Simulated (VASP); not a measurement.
## HfN: single point with LDA+U

Crystal: HfN.

```
Hf N
1.0
     0.00000    2.44391    2.44391
     2.44391    0.00000    2.44391
     2.44391    2.44391    0.00000
Hf N
1 1
Cartesian
  0.0000 0.0000 0.0000
  1.2220 1.2220 1.2220
```

```
Program             : VASP 6.6.1
Task                : single point
Functional          : LDA
Potentials or basis : VASP PAW LDA potentials, release 64 (Hf_pv, N)
Cutoff              : 520 eV
k mesh              : 9 × 9 × 9
Occupations         : fermi-dirac, width 0.05 eV
Spin                : no spin polarisation
Hubbard terms       : Hf d U = 5.0 eV
```

```json
{
 "Pressure": "7.7 GPa"
}
```

Levels at points of the mesh, in eV from the Fermi level:
```tsv
k point	band 4	band 5	band 6	band 7	band 8	band 9	band 10	band 11	band 12	band 13
(0.00, 0.00, 0.00)	-16.30	-5.46	-5.46	-5.46	-1.08	3.06	3.06	6.64	6.64	6.64
```

Eigenvalues of the final occupation matrices:
| site | spin | trace | eigenvalues |
| --- | --- | --- | --- |
| site 1 d | 1 | 0.78 | 0.08 0.08 0.21 0.21 0.21 |
| site 1 d | 2 | 0.78 | 0.08 0.08 0.21 0.21 0.21 |

It took 13 s on 1 thread of Intel Xeon 6975P-C, with other jobs on the host, peak memory 0.15 GiB.

Caveat: spin-orbit coupling is left out, which moves the levels of the heavy elements; U without spin polarisation on a metal has little footing.
